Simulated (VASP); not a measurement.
# Ti (P6/mmm) in VASP: single point with LDA

Aim: the single point of Ti with LDA.

All numbers are computed with VASP 6.6.1; they aren't measurements. Logs are shortened: lines on timing, memory, paths and dates and some standing lists are left out, and cuts for length are marked.

## (1) The cell of the first run

Symmetry: P6/mmm, No. 191, hexagonal system. The conventional cell has a = 3.097 Å, b = 3.097 Å, c = 6.795 Å, α = 90.00°, β = 90.00°, γ = 120.00°. Ti (site symmetry 6/mmm) has 6 Ti at 3.10 Å within 4.1 Å.

## (2) Single point, LDA

Input file INCAR:

```
SYSTEM = Ti
ALGO     = Normal         ! electronic algorithm
EDIFF    = 1E-6           ! SCF threshold, eV
ENCUT    = 520            ! plane-wave cutoff, eV
ISIF     = 2              ! what is computed and relaxed
ISMEAR   = -1             ! smearing method
LASPH    = .TRUE.         ! aspherical terms in the spheres
LCHARG   = .TRUE.         ! write CHGCAR
LELF     = .TRUE.         ! ELF
LREAL    = .FALSE.        ! projectors in reciprocal space
LVHAR    = .TRUE.       
LWAVE    = .FALSE.        ! write WAVECAR
NBANDS   = 12             ! bands
NELM     = 80             ! most SCF steps
PREC     = Accurate       ! precision mode
SIGMA    = 0.2            ! smearing width, eV
```

Input file KPOINTS:

```
k-points
0
G
  9 9 4
  0 0 0
```

Input file POSCAR:

```
Ti
1.0
    3.0971250000      0.0000000000      0.0000000000
   -1.5485620000      2.6821890000      0.0000000000
    0.0000000000      0.0000000000      6.7945000000
Ti
1
Direct
    0.0000000000      0.0000000000      0.0000000000
```

Potentials or basis: VASP PAW LDA potentials, release 64 (Ti_sv).

Started as:

```bash
cat potpaw_LDA.64/Ti_sv/POTCAR > POTCAR
mpirun -np 1 vasp_std > vasp.out
```

OUTCAR:

```text
SYSTEM = Ti
   EDIFF = 1E-6
   ENCUT = 520
   ISIF = 2
   ISMEAR = -1
   LASPH = .TRUE.
   LREAL = .FALSE.
   NELM = 80
   PREC = Accurate

 ion  position               nearest neighbor table
   1  0.000  0.000  0.000-

  LATTYP: Found a hexagonal cell.
 ALAT       =     3.0971250000
 C/A-ratio  =     2.1938087743

  Lattice vectors:

 A1 = (   3.0971250000,   0.0000000000,   0.0000000000)
 A2 = (  -1.5485620000,   2.6821890000,   0.0000000000)
 A3 = (   0.0000000000,   0.0000000000,   6.7945000000)

Analysis of symmetry for initial positions (statically):
=====================================================================
 Subroutine PRICEL returns:
 Original cell was already a primitive cell.

 Routine SETGRP: Setting up the symmetry group for a
 hexagonal supercell.

 Subroutine GETGRP returns: Found 24 space group operations
 (whereof 24 operations were pure point group operations)
 out of a pool of 24 trial point group operations.

The static configuration has the point symmetry D_6h.

Analysis of symmetry for dynamics (positions and initial velocities):
=====================================================================
 Subroutine PRICEL returns:
 Original cell was already a primitive cell.

 Routine SETGRP: Setting up the symmetry group for a
 hexagonal supercell.

 Subroutine GETGRP returns: Found 24 space group operations
 (whereof 24 operations were pure point group operations)
 out of a pool of 24 trial point group operations.

The dynamic configuration has the point symmetry D_6h.

 Subroutine INISYM returns: Found 24 space group operations
 (whereof 24 operations are pure point group operations),
 and found     1 'primitive' translations

----------------------------------------------------------------------------------------

                                     Primitive cell

  volume of cell :      56.4424

  direct lattice vectors                    reciprocal lattice vectors
     3.097125000  0.000000000  0.000000000     0.322880090  0.186414842  0.000000000
    -1.548562000  2.682189000  0.000000000     0.000000000  0.372829804  0.000000000
     0.000000000  0.000000000  6.794500000     0.000000000  0.000000000  0.147177864

  length of vectors
     3.097125000  3.097124812  6.794500000     0.372829782  0.372829804  0.147177864

  position of ions in fractional coordinates (direct lattice)
     0.000000000  0.000000000  0.000000000

  ion indices of the primitive-cell ions
   primitive index   ion index
                 1           1

----------------------------------------------------------------------------------------

 KPOINTS: k-points

Automatic generation of k-mesh.
 Grid dimensions read from file:
 generate k-points for:    9    9    4

 Generating k-lattice:

  Cartesian coordinates                     Fractional coordinates (reciprocal lattice)
     0.035875566  0.020712760  0.000000000     0.111111111 -0.000000000  0.000000000
     0.000000000  0.041425534  0.000000000     0.000000000  0.111111111  0.000000000
     0.000000000  0.000000000  0.036794466     0.000000000  0.000000000  0.250000000

  Length of vectors
     0.041425531  0.041425534  0.036794466

  Shift w.r.t. Gamma in fractional coordinates (k-lattice)
     0.000000000  0.000000000  0.000000000

 Subroutine IBZKPT returns following result:
 ===========================================

 Found     36 irreducible k-points:

 Following reciprocal coordinates:
            Coordinates               Weight
  0.000000  0.000000  0.000000      1.000000
  0.111111 -0.000000  0.000000      6.000000
  0.222222 -0.000000  0.000000      6.000000
  0.333333  0.000000  0.000000      6.000000
  0.444444 -0.000000  0.000000      6.000000
  0.111111  0.111111  0.000000      6.000000
[... 16 lines left out ...]
  0.333333  0.222222  0.250000     24.000000
  0.333333  0.333333  0.250000      4.000000
 [... further k-points ...]
   k-points           NKPTS =     36   k-points in BZ     NKDIM =     36   number of bands    NBANDS=     12
   number of dos      NEDOS =    301   number of ions     NIONS =      1
   total plane-waves  NPLWV =  31104
   dimension x,y,z NGX =    24 NGY =   24 NGZ =   54
   dimension x,y,z NGXF=    48 NGYF=   48 NGZF=  108
   ions per type =               1
   NGX,Y,Z   is equivalent  to a cutoff of  12.88, 12.88, 13.21 a.u.
   NGXF,Y,Z  is equivalent  to a cutoff of  25.77, 25.77, 26.43 a.u.
 SYSTEM =  Ti
   PREC   = accura    normal or accurate (medium, high low for compatibility)
   ISTART =      0    job   : 0-new  1-cont  2-samecut
   ICHARG =      2    charge: 1-file 2-atom 10-const
   ISPIN  =      1    spin polarized calculation?
   LNONCOLLINEAR =      F non collinear calculations
   LSORBIT =      F    spin-orbit coupling
   LASPH  =      T    aspherical Exc in radial PAW
   ENCUT  =  520.0 eV  38.22 Ry    6.18 a.u.   5.76  5.76 12.63*2*pi/ulx,y,z
   NELM   =     80;   NELMIN=  2; NELMDL= -5     # of ELM steps
   EDIFF  = 0.1E-05   stopping-criterion for ELM
   LREAL  =      F    real-space projection
   EDIFFG = 0.1E-04   stopping-criterion for IOM
   NSW    =      0    number of steps for IOM
   IBRION =     -1    ionic relax: 0-MD 1-quasi-New 2-CG
   NFREE  =      0    steps in history (QN), initial steepest desc. (CG)
   ISIF   =      2    stress and relaxation
   ISYM   =      2    0-nonsym 1-usesym 2-fastsym
   POTIM  = 0.5000    time-step for ionic-motion
   TEBEG  =    0.0;   TEEND  =   0.0 temperature during run
   PSTRESS=    0.0 pullay stress
   NELECT =      12.0000    total number of electrons
   NUPDOWN=      -1.0000    fix difference up-down
   EMIN   =  10.00;   EMAX   =-10.00  energy-range for DOS
   EFERMI =   0.00;   METHOD = LEGACY
   ISMEAR =    -1;   SIGMA  =   0.20  broadening in eV -4-tet -1-fermi 0-gaus
   EFERMI_NEDOS =   21; number of points for ismear=-14 and -15
   IALGO  =     38    algorithm
   IMIX   =      4    mixing-type and parameters
     AMIX     =   0.40;   BMIX     =  1.00
     AMIX_MAG =   1.60;   BMIX_MAG =  1.00
  volume/ion in A,a.u.               =      56.44       380.89
  Fermi-wavevector in a.u.,A,eV,Ry     =   0.977087  1.846427 12.989477  0.954700
  Thomas-Fermi vector in A             =   2.107757
   LORBIT       =      0    0 simple, 1 ext, 2 COOP (PROOUT), +10 PAW based schemes
   GGA     = CA    functional components
   LHFCALC =     F    Hartree Fock is set to
   AEXX    =    0.0000 exact exchange contribution
   IVDW    =     0    specifies the selected vdW correction
   LEPSILON=     F    determine dielectric tensor
   LRPA    =     F    only Hartree local field effects (RPA)
 non-spin polarized calculation
  energy-cutoff  :      520.00
  volume of cell :       56.44
 maximum number of plane-waves:      1538
 NGX is ok and might be reduce to    24
   NGX = 11   NGY = 11   NGZ = 25

 number of electron      11.9999996 magnetization

 Free energy of the ion-electron system (eV)
  ---------------------------------------------------
  ext. energy  EPLUGINS =         0.00000000
  ---------------------------------------------------
  free energy    TOTEN  =        -6.02340320 eV

  energy without entropy =       -5.51023018  energy(sigma->0) =       -5.76681669

 E-fermi :  -0.0049     XC(G=0):  -6.2947

 val. band max:       -0.0055535245   @ k =   0.2222   0.1111   0.2500
 cond. band min:      -0.0007210713   @ k =   0.2222   0.1111   0.5000
 fundamental gap:      0.0048324532
 Fermi energy:        -0.0048825867

 k-point     1 :       0.0000    0.0000    0.0000
  band No.  band energies     occupation
      1     -56.6067      2.00000
      2     -33.4259      2.00000
      3     -32.9699      2.00000
      4     -32.9699      2.00000
      5      -3.8158      2.00000
      6      -0.2861      1.60627
      7       0.7550      0.04379
      8       0.7550      0.04379
      9       0.7681      0.04106
     10       1.7599      0.00029
     11       1.7599      0.00029
     12       3.9354      0.00000

 k-point     2 :       0.1111   -0.0000    0.0000
  band No.  band energies     occupation
      1     -56.6023      2.00000
      2     -33.4215      2.00000
      3     -33.0028      2.00000
      4     -32.9776      2.00000
      5      -3.5064      2.00000
      6      -0.1510      1.34988
      7       0.4885      0.15642
      8       0.5887      0.09780
      9       0.9384      0.01773
     10       1.7161      0.00037
     11       2.1937      0.00003
     12       4.1203      0.00000

 k-point     3 :       0.2222   -0.0000    0.0000
  band No.  band energies     occupation
      1     -56.5910      2.00000
      2     -33.4103      2.00000
      3     -33.0854      2.00000
      4     -32.9972      2.00000
      5      -2.6539      2.00000
      6       0.0762      0.79991
      7       0.0931      0.75992
      8       0.3636      0.27356
      9       1.4390      0.00146
     10       1.6073      0.00063
     11       3.1008      0.00000
     12       4.6925      0.00000

 k-point     4 :       0.3333    0.0000    0.0000
  band No.  band energies     occupation
      1     -56.5781      2.00000
      2     -33.3977      2.00000
      3     -33.1782      2.00000
      4     -33.0194      2.00000
      5      -1.6611      1.99949
      6      -0.2421      1.53216
      7       0.1558      0.61849
      8       0.7365      0.04793
      9       1.4866      0.00115
     10       2.0906      0.00006
     11       4.3025      0.00000
     12       5.6785      0.00000

 k-point     5 :       0.4444   -0.0000    0.0000
  band No.  band energies     occupation
      1     -56.5697      2.00000
      2     -33.3894      2.00000
      3     -33.2382      2.00000
      4     -33.0338      2.00000
      5      -1.3471      1.99757
      6      -0.4120      1.76894
      7       0.8802      0.02365
      8       1.2479      0.00380
      9       1.4095      0.00170
     10       2.5841      0.00000
     11       5.6004      0.00000
     12       5.6560      0.00000
[... 228 lines left out ...]
      1     -56.5675      2.00000
      2     -33.3872      2.00000
      3     -33.2358      2.00000
      4     -33.0564      2.00000
      5      -1.1265      1.99269
      6      -0.3549      1.70396
      7       1.0157      0.01209
      8       1.0269      0.01143
      9       1.1902      0.00507
     10       3.2912      0.00000
     11       5.3337      0.00000
     12       5.9070      0.00000

 k-point    22 :       0.2222    0.2222    0.2500
  band No.  band energies     occupation
      1     -56.5725      2.00000
      2     -33.3921      2.00000
      3     -33.1830      2.00000
      4     -33.0656      2.00000
      5      -0.8226      1.96703
      6      -0.2674      1.57594
      7      -0.1839      1.41982
      8       0.8281      0.03059
      9       1.0860      0.00852
     10       2.8413      0.00000
     11       4.5135      0.00000
     12       7.4931      0.00000

 k-point    23 :       0.3333    0.2222    0.2500
  band No.  band energies     occupation
      1     -56.5660      2.00000
      2     -33.3857      2.00000
      3     -33.2040      2.00000
      4     -33.1019      2.00000
      5      -0.5728      1.88955
      6      -0.1221      1.28483
      7       0.2385      0.45689
      8       0.7811      0.03854
      9       1.0446      0.01047
     10       3.9728      0.00000
     11       5.9352      0.00000
     12       6.2740      0.00000

 k-point    24 :       0.3333    0.3333    0.2500
  band No.  band energies     occupation
      1     -56.5638      2.00000
      2     -33.3835      2.00000
      3     -33.1631      2.00000
      4     -33.1631      2.00000
      5      -0.0689      1.15870
      6      -0.0689      1.15870
      7       0.2667      0.40922
      8       0.2667      0.40921
      9       1.1103      0.00755
     10       5.7241      0.00000
     11       5.7241      0.00000
     12       5.9123      0.00000

 [... further k-points ...]
[... 5 lines left out ...]
  --------------------------------------------------------------------------------------
  -------------------------------------------------------------------------------------
  Total       -3.5529679     -3.5529681     -0.1652358     -0.0000007     -0.0000000      0.0000000
  in kB     -100.8547268   -100.8547322     -4.6903920     -0.0000188     -0.0000000      0.0000000
  external PRESSURE =     -68.7999503 kB  Pullay stress =       0.0000000 kB

 VOLUME and BASIS-vectors are now :
 -----------------------------------------------------------------------------
  energy-cutoff  :      520.00
  volume of cell :       56.44
      direct lattice vectors                 reciprocal lattice vectors
     3.097125000  0.000000000  0.000000000     0.322880090  0.186414842  0.000000000
    -1.548562000  2.682189000  0.000000000     0.000000000  0.372829804  0.000000000
     0.000000000  0.000000000  6.794500000     0.000000000  0.000000000  0.147177864

 POSITION                                       TOTAL-FORCE (eV/Angst)
 -----------------------------------------------------------------------------------
      0.00000      0.00000      0.00000         0.000000      0.000000      0.000000
 -----------------------------------------------------------------------------------
    total drift:                                0.000000      0.000000      0.000000

  FREE ENERGIE OF THE ION-ELECTRON SYSTEM (eV)
  ---------------------------------------------------
  free  energy   TOTEN  =        -6.0234032028 eV

  energy  without entropy=       -5.5102301841  energy(sigma->0) =       -5.76681669
```

It took 23 s on 1 thread of Intel Xeon Platinum 8259CL at 2.50GHz (Skylake/Cascade Lake), shared host; peak memory 0.16 GiB.

Results:

```yaml
Free_energy: -6.0234 eV
Pressure: -6.9 GPa
Band_gap_on_the_k_mesh: zero (band 6 reaches 0.09 eV, above the bottom of band 7 at -0.21 eV)
```
